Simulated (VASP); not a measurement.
# Fe (Fd-3m) in VASP: a series of runs

The runs below take Fe through single point, relaxation of cell and atoms, with PBE.

Everything below comes from runs of VASP 6.6.1. Logs are shortened: lines on timing, memory, paths and dates and some standing lists are left out, and cuts for length are marked.

## (1) The cell of the first run

Symmetry: Fd-3m, No. 227, cubic system. Conventional cell: a = 4.287 Å, b = 4.287 Å, c = 4.287 Å, α = 90.00°, β = 90.00°, γ = 90.00°. Fe (site symmetry -43m) has 4 Fe at 1.86 Å within 2.5 Å.

This isn't the form of Fe at room conditions, which is bcc.

## (2) Single point, PBE, collinear spin, ferromagnetic start

File INCAR:

```
SYSTEM = Fe
  ALGO = Normal
  EDIFF = 1E-6
  ENCUT = 520
  GGA = PE
  ISIF = 2
  ISMEAR = -1
  ISPIN = 2
  LASPH = .TRUE.
  LCHARG = .FALSE.
  LMAXMIX = 4
  LORBIT = 11
  LREAL = .FALSE.
  LWAVE = .FALSE.
  MAGMOM = 2.5 2.5
  NBANDS = 19
  NELM = 150
  PREC = Accurate
  SIGMA = 0.08
```

File KPOINTS:

```
k-points
0
G
  15 15 15
  0 0 0
```

File POSCAR:

```
Fe
1.0
    0.0000000000      2.1436295095      2.1436295095
    2.1436295095      0.0000000000      2.1436295095
    2.1436295095      2.1436295095      0.0000000000
Fe
2
Direct
   -0.1250000000     -0.1250000000     -0.1250000000
    0.1250000000      0.1250000000      0.1250000000
```

Potentials or basis: VASP PAW PBE potentials, release 64 (Fe).

Command:

```console
> cat potpaw_PBE.64/Fe/POTCAR > POTCAR
> mpirun -np 1 vasp_std > vasp.out
```

OUTCAR:

```text
SYSTEM = Fe
   EDIFF = 1E-6
   ENCUT = 520
   GGA = PE
   ISIF = 2
   ISMEAR = -1
   ISPIN = 2
   LASPH = .TRUE.
   LORBIT = 11
   LREAL = .FALSE.
   NELM = 150
   PREC = Accurate

 ion  position               nearest neighbor table
   1  0.875  0.875  0.875-   2 1.86   2 1.86   2 1.86   2 1.86
   2  0.125  0.125  0.125-   1 1.86   1 1.86   1 1.86   1 1.86

  LATTYP: Found a face centered cubic cell.
 ALAT       =     4.2872590190

  Lattice vectors:

 A1 = (   0.0000000000,   2.1436295095,   2.1436295095)
 A2 = (   2.1436295095,   0.0000000000,   2.1436295095)
 A3 = (   2.1436295095,   2.1436295095,   0.0000000000)

Analysis of symmetry for initial positions (statically):
=====================================================================
 Subroutine PRICEL returns:
 Original cell was already a primitive cell.

 Routine SETGRP: Setting up the symmetry group for a
 face centered cubic supercell.

 Subroutine GETGRP returns: Found 48 space group operations
 (whereof 12 operations were pure point group operations)
 out of a pool of 48 trial point group operations.

The static configuration has the point symmetry D_3d.
 The point group associated with its full space group is O_h .

Analysis of symmetry for dynamics (positions and initial velocities):
=====================================================================
 Subroutine PRICEL returns:
 Original cell was already a primitive cell.

 Routine SETGRP: Setting up the symmetry group for a
 face centered cubic supercell.

 Subroutine GETGRP returns: Found 48 space group operations
 (whereof 12 operations were pure point group operations)
 out of a pool of 48 trial point group operations.

The dynamic configuration has the point symmetry D_3d.
 The point group associated with its full space group is O_h .

Analysis of structural, dynamic, and magnetic symmetry:
=====================================================================
 Subroutine PRICEL returns:
 Original cell was already a primitive cell.

 Routine SETGRP: Setting up the symmetry group for a
 face centered cubic supercell.

 Subroutine GETGRP returns: Found 48 space group operations
 (whereof 12 operations were pure point group operations)
 out of a pool of 48 trial point group operations.

The overall configuration has the point symmetry D_3d.
 The point group associated with its full space group is O_h .

 Subroutine INISYM returns: Found 48 space group operations
 (whereof 12 operations are pure point group operations),
 and found     1 'primitive' translations

----------------------------------------------------------------------------------------

                                     Primitive cell

  volume of cell :      19.7006

  direct lattice vectors                    reciprocal lattice vectors
     0.000000000  2.143629510  2.143629510    -0.233249261  0.233249261  0.233249261
     2.143629510  0.000000000  2.143629510     0.233249261 -0.233249261  0.233249261
     2.143629510  2.143629510  0.000000000     0.233249261  0.233249261 -0.233249261

  length of vectors
     3.031549925  3.031549925  3.031549925     0.403999572  0.403999572  0.403999572

  position of ions in fractional coordinates (direct lattice)
     0.875000000  0.875000000  0.875000000
     0.125000000  0.125000000  0.125000000

  ion indices of the primitive-cell ions
   primitive index   ion index
                 1           1
                 2           2

----------------------------------------------------------------------------------------

 KPOINTS: k-points

Automatic generation of k-mesh.
 Grid dimensions read from file:
 generate k-points for:   15   15   15

 Generating k-lattice:

  Cartesian coordinates                     Fractional coordinates (reciprocal lattice)
    -0.015549951  0.015549951  0.015549951     0.066666667  0.000000000  0.000000000
     0.015549951 -0.015549951  0.015549951     0.000000000  0.066666667  0.000000000
     0.015549951  0.015549951 -0.015549951     0.000000000  0.000000000  0.066666667

  Length of vectors
     0.026933305  0.026933305  0.026933305

  Shift w.r.t. Gamma in fractional coordinates (k-lattice)
     0.000000000  0.000000000  0.000000000

 Subroutine IBZKPT returns following result:
 ===========================================

 Found    120 irreducible k-points:

 Following reciprocal coordinates:
            Coordinates               Weight
  0.000000  0.000000  0.000000      1.000000
  0.066667  0.000000  0.000000      8.000000
  0.133333  0.000000  0.000000      8.000000
  0.200000  0.000000  0.000000      8.000000
  0.266667  0.000000  0.000000      8.000000
  0.333333  0.000000  0.000000      8.000000
[... 16 lines left out ...]
  0.133333  0.133333  0.000000      6.000000
  0.200000  0.133333  0.000000     24.000000
 [... further k-points ...]
   k-points           NKPTS =    120   k-points in BZ     NKDIM =    120   number of bands    NBANDS=     19
   number of dos      NEDOS =    301   number of ions     NIONS =      2
   total plane-waves  NPLWV =  13824
   dimension x,y,z NGX =    24 NGY =   24 NGZ =   24
   dimension x,y,z NGXF=    48 NGYF=   48 NGZF=   48
   ions per type =               2
   NGX,Y,Z   is equivalent  to a cutoff of  13.16, 13.16, 13.16 a.u.
   NGXF,Y,Z  is equivalent  to a cutoff of  26.32, 26.32, 26.32 a.u.
 SYSTEM =  Fe
   PREC   = accura    normal or accurate (medium, high low for compatibility)
   ISTART =      0    job   : 0-new  1-cont  2-samecut
   ICHARG =      2    charge: 1-file 2-atom 10-const
   ISPIN  =      2    spin polarized calculation?
   LNONCOLLINEAR =      F non collinear calculations
   LSORBIT =      F    spin-orbit coupling
   LASPH  =      T    aspherical Exc in radial PAW
   ENCUT  =  520.0 eV  38.22 Ry    6.18 a.u.   5.64  5.64  5.64*2*pi/ulx,y,z
   NELM   =    150;   NELMIN=  2; NELMDL= -5     # of ELM steps
   EDIFF  = 0.1E-05   stopping-criterion for ELM
   LREAL  =      F    real-space projection
   EDIFFG = 0.1E-04   stopping-criterion for IOM
   NSW    =      0    number of steps for IOM
   IBRION =     -1    ionic relax: 0-MD 1-quasi-New 2-CG
   NFREE  =      0    steps in history (QN), initial steepest desc. (CG)
   ISIF   =      2    stress and relaxation
   ISYM   =      2    0-nonsym 1-usesym 2-fastsym
   POTIM  = 0.5000    time-step for ionic-motion
   TEBEG  =    0.0;   TEEND  =   0.0 temperature during run
   PSTRESS=    0.0 pullay stress
   NELECT =      16.0000    total number of electrons
   NUPDOWN=      -1.0000    fix difference up-down
   EMIN   =  10.00;   EMAX   =-10.00  energy-range for DOS
   EFERMI =   0.00;   METHOD = LEGACY
   ISMEAR =    -1;   SIGMA  =   0.08  broadening in eV -4-tet -1-fermi 0-gaus
   EFERMI_NEDOS =   21; number of points for ismear=-14 and -15
   IALGO  =     38    algorithm
   IMIX   =      4    mixing-type and parameters
     AMIX     =   0.40;   BMIX     =  1.00
     AMIX_MAG =   1.60;   BMIX_MAG =  1.00
  volume/ion in A,a.u.               =       9.85        66.47
  Fermi-wavevector in a.u.,A,eV,Ry     =   1.527408  2.886383 31.742060  2.332976
  Thomas-Fermi vector in A             =   2.635308
   LORBIT       =     11    0 simple, 1 ext, 2 COOP (PROOUT), +10 PAW based schemes
   GGA     = PE    functional components
   LHFCALC =     F    Hartree Fock is set to
   AEXX    =    0.0000 exact exchange contribution
   IVDW    =     0    specifies the selected vdW correction
   LEPSILON=     F    determine dielectric tensor
   LRPA    =     F    only Hartree local field effects (RPA)
 spin polarized calculation
  energy-cutoff  :      520.00
  volume of cell :       19.70
 maximum number of plane-waves:       541
   NGX = 11   NGY = 11   NGZ = 11

 number of electron      15.9999993 magnetization       0.0000426

 number of electron      15.9999993 magnetization      -0.0000178

 Free energy of the ion-electron system (eV)
  ---------------------------------------------------
  ext. energy  EPLUGINS =         0.00000000
  ---------------------------------------------------
  free energy    TOTEN  =       -11.48064524 eV

  energy without entropy =      -11.44790889  energy(sigma->0) =      -11.46427706

 E-fermi :   7.5935     XC(G=0): -13.6150

 val. band max:        7.5810999836   @ k =   0.3333   0.1333   0.0667
 cond. band min:       7.6038512055   @ k =   0.2667   0.2000   0.0000
 fundamental gap:      0.0227512219
 Fermi energy:         7.5935060909

 spin component 1

 k-point     1 :       0.0000    0.0000    0.0000
  band No.  band energies     occupation
      1      -1.0882      1.00000
      2       2.9264      1.00000
      3       2.9264      1.00000
      4       3.9012      1.00000
      5       3.9012      1.00000
      6       3.9012      1.00000
[... 11 lines left out ...]
     18      26.8345      0.00000
     19      30.5028      0.00000
[... 485 lines left out ...]
 k-point    24 :       0.2000    0.1333    0.0000
  band No.  band energies     occupation
      1      -0.0256      1.00000
      2       2.1476      1.00000
      3       3.2918      1.00000
      4       3.9704      1.00000
      5       4.0172      1.00000
      6       4.8297      1.00000
[... 11 lines left out ...]
     18      29.8714      0.00000
     19      32.2516      0.00000

 [... further k-points ...]

 spin component 2

 k-point     1 :       0.0000    0.0000    0.0000
  band No.  band energies     occupation
      1      -1.0882      1.00000
      2       2.9264      1.00000
      3       2.9264      1.00000
      4       3.9012      1.00000
      5       3.9012      1.00000
      6       3.9012      1.00000
[... 11 lines left out ...]
     18      26.8345      0.00000
     19      30.5028      0.00000
[... 485 lines left out ...]
 k-point    24 :       0.2000    0.1333    0.0000
  band No.  band energies     occupation
      1      -0.0256      1.00000
      2       2.1475      1.00000
      3       3.2918      1.00000
      4       3.9704      1.00000
      5       4.0172      1.00000
      6       4.8296      1.00000
[... 11 lines left out ...]
     18      29.8714      0.00000
     19      32.2516      0.00000

 [... further k-points ...]

------------------------ aborting loop because EDIFF is reached ----------------------------------------

  FORCE on cell =-STRESS in cart. coord.  units (eV):
  Direction    XX          YY          ZZ          XY          YZ          ZX
  --------------------------------------------------------------------------------------
  -------------------------------------------------------------------------------------
  Total       15.3556087     15.3556087     15.3556087      0.0000000      0.0000000      0.0000000
  in kB     1248.8159631   1248.8159631   1248.8159631      0.0000000      0.0000000      0.0000000
  external PRESSURE =    1248.8159631 kB  Pullay stress =       0.0000000 kB

 VOLUME and BASIS-vectors are now :
 -----------------------------------------------------------------------------
  energy-cutoff  :      520.00
  volume of cell :       19.70
      direct lattice vectors                 reciprocal lattice vectors
     0.000000000  2.143629510  2.143629510    -0.233249261  0.233249261  0.233249261
     2.143629510  0.000000000  2.143629510     0.233249261 -0.233249261  0.233249261
     2.143629510  2.143629510  0.000000000     0.233249261  0.233249261 -0.233249261

 POSITION                                       TOTAL-FORCE (eV/Angst)
 -----------------------------------------------------------------------------------
      3.75135      3.75135      3.75135        -0.000000     -0.000000     -0.000000
      0.53591      0.53591      0.53591         0.000000      0.000000      0.000000
 -----------------------------------------------------------------------------------
    total drift:                                0.000000      0.000000      0.000000

  FREE ENERGIE OF THE ION-ELECTRON SYSTEM (eV)
  ---------------------------------------------------
  free  energy   TOTEN  =       -11.4806452393 eV

  energy  without entropy=      -11.4479088856  energy(sigma->0) =      -11.46427706

 total charge

# of ion       s       p       d       tot
------------------------------------------
    1        0.735   0.696   6.994   8.424
    2        0.735   0.696   6.994   8.424
--------------------------------------------------
tot          1.469   1.392  13.988  16.849

 magnetization (x)

# of ion       s       p       d       tot
------------------------------------------
    1        0.000  -0.000  -0.000  -0.000
    2        0.000  -0.000  -0.000  -0.000
--------------------------------------------------
tot          0.000  -0.000  -0.000  -0.000
```

Run time: 36 s. Hardware: 1 thread of Intel Xeon 6975P-C (Granite Rapids), shared host; peak memory 0.19 GiB.

What came out:

```yaml
Free_energy: -11.4806 eV
Pressure: 124.9 GPa
Band_gap_on_the_k_mesh: zero (filled and empty bands overlap)
Net_moment: 0.00 μB per cell
```

Levels at points of the mesh, in eV from the Fermi level:
Spin up:
```csv
k point,band 4,band 5,band 6,band 7,band 8,band 9,band 10,band 11,band 12,band 13
"(0.00, 0.00, 0.00)",-3.69,-3.69,-3.69,-0.64,-0.64,-0.64,2.17,2.17,17.90,17.90
```
Spin down:
```
           k point  band 4  band 5  band 6  band 7  band 8  band 9  band 10  band 11  band 12  band 13
(0.00, 0.00, 0.00)   -3.69   -3.69   -3.69   -0.64   -0.64   -0.64     2.17     2.17    17.90    17.90
```

Caveat: atoms lie so close that the PAW spheres overlap strongly, which falsifies energies and pressures; the cell stands under pressure; the moments typed at the start vanished in this run.

## (3) Single point, PBE, collinear spin, ferromagnetic start

File INCAR:

```
SYSTEM = Fe
ALGO = Normal
EDIFF = 1E-6
ENCUT = 520
GGA = PE
ISIF = 2
ISMEAR = -1
ISPIN = 2
LASPH = .TRUE.
LCHARG = .FALSE.
LMAXMIX = 4
LORBIT = 11
LREAL = .FALSE.
LWAVE = .FALSE.
MAGMOM = 2.5 2.5
NBANDS = 19
NELM = 150
PREC = Accurate
SIGMA = 0.08
```

KPOINTS is that of step 2.

File POSCAR:

```
Fe
1.0
    0.0000000000      2.1425750127      2.1425750127
    2.1425750127      0.0000000000      2.1425750127
    2.1425750127      2.1425750127      0.0000000000
Fe
2
Direct
   -0.1250000000     -0.1250000000     -0.1250000000
    0.1250000000      0.1250000000      0.1250000000
```

Potentials or basis: VASP PAW PBE potentials, release 64 (Fe).

Command:

```console
> cat potpaw_PBE.64/Fe/POTCAR > POTCAR
> mpirun -np 1 vasp_std > vasp.out
```

Wall time 31 s (1 thread of Intel Xeon 6975P-C (Granite Rapids), shared host); peak memory 0.19 GiB.

It converged, with:

```yaml
Free_energy: -11.4579 eV
Pressure: 125.7 GPa
Band_gap_on_the_k_mesh: zero (filled and empty bands overlap)
Net_moment: 0.00 μB per cell
```

Levels at points of the mesh, in eV from the Fermi level:
Spin up:
| k point | band 4 | band 5 | band 6 | band 7 | band 8 | band 9 | band 10 | band 11 | band 12 | band 13 |
| --- | --- | --- | --- | --- | --- | --- | --- | --- | --- | --- |
| (0.00, 0.00, 0.00) | -3.70 | -3.70 | -3.70 | -0.64 | -0.64 | -0.64 | 2.17 | 2.17 | 17.91 | 17.91 |
Spin down:
```tsv
k point	band 5	band 6	band 7	band 8	band 9	band 10	band 11	band 12
(0.00, 0.00, 0.00)	-3.70	-3.70	-0.64	-0.64	-0.64	2.17	2.17	17.91
```

Caveat: atoms lie so close that the PAW spheres overlap strongly, which falsifies energies and pressures; the cell stands under pressure; the moments typed at the start vanished in this run.

## (4) Relaxation of cell and atoms, PBE, collinear spin, ferromagnetic start, target pressure 140 GPa, at which the enthalpy is minimised

File INCAR:

```
ALGO = Normal
EDIFF = 1E-7
EDIFFG = -0.005
ENCUT = 600
GGA = PE
IBRION = 2
ISIF = 3
ISMEAR = -1
ISPIN = 2
LASPH = True
LCHARG = False
LMAXMIX = 4
LORBIT = 11
LREAL = False
LWAVE = False
MAGMOM = 2.5 2.5
NELM = 150
NSW = 32
PREC = Accurate
PSTRESS = 1400.0
SIGMA = 0.08
```

File KPOINTS:

```
k-points
0
Gamma
  15 15 15
```

File POSCAR:

```
Fe
1.0
    0.0000000000      2.1436295095      2.1436295095
    2.1436295095      0.0000000000      2.1436295095
    2.1436295095      2.1436295095      0.0000000000
Fe
2
Direct
   -0.1250000000     -0.1250000000     -0.1250000000
    0.1250000000      0.1250000000      0.1250000000
```

Command:

```console
> cat potpaw_PBE.64/Fe/POTCAR > POTCAR
> mpirun -np 1 vasp_std > vasp.out
```

Run time: 5 min. Hardware: 1 thread of Oxide Virtual Turin-like, shared host; peak memory 0.17 GiB.

Results (log left out):

```
Free energy                                                : -11.0750 eV
Relaxed volume                                             : 9.60 Å³/atom
Relaxed cell                                               : a = 3.006 Å, b = 3.006 Å, c = 3.006 Å, α = 60.00°, β = 60.00°, γ = 60.00°
Space group after relaxing (to 0.1 Å)                      : Fd-3m (No. 227)
Energy change on relaxing (the run minimises the enthalpy) : +202.9 meV/atom
Ionic steps                                                : 4
Pressure after relaxing                                    : 139.9 GPa
Band gap on the k mesh                                     : zero (filled and empty bands overlap)
Net moment                                                 : 0.00 μB per cell
```

The path:
```csv
step,energy change (eV),largest force (eV/Å),pressure (GPa),volume (Å³)
1,0.0000,0.0000,124.76,19.70
2,2.7015,0.0000,222.92,17.15
3,0.3841,0.0000,139.14,19.23
4,0.4058,0.0000,139.94,19.21
```

Final structure:
```
Fe
1.0
     0.00000    2.12564    2.12564
     2.12564    0.00000    2.12564
     2.12564    2.12564    0.00000
Fe
2
Direct
  0.87500 0.87500 0.87500
  0.12500 0.12500 0.12500
```

Levels at points of the mesh, in eV from the Fermi level:
Spin up:
| k point | band 5 | band 6 | band 7 | band 8 | band 9 | band 10 | band 11 | band 12 |
| --- | --- | --- | --- | --- | --- | --- | --- | --- |
| (0.00, 0.00, 0.00) | -3.79 | -3.79 | -0.66 | -0.66 | -0.66 | 2.25 | 2.25 | 18.11 |
Spin down:
| k point | band 5 | band 6 | band 7 | band 8 | band 9 | band 10 | band 11 | band 12 |
| --- | --- | --- | --- | --- | --- | --- | --- | --- |
| (0.00, 0.00, 0.00) | -3.79 | -3.79 | -0.66 | -0.66 | -0.66 | 2.25 | 2.25 | 18.11 |

Caveat: the cell is relaxed towards a set pressure, so the run minimises the enthalpy, not the energy; atoms lie so close that the PAW spheres overlap strongly, which falsifies energies and pressures; the moments typed at the start vanished in this run.

The gap in the log of VASP goes by the Fermi energy; the results here count the filled bands.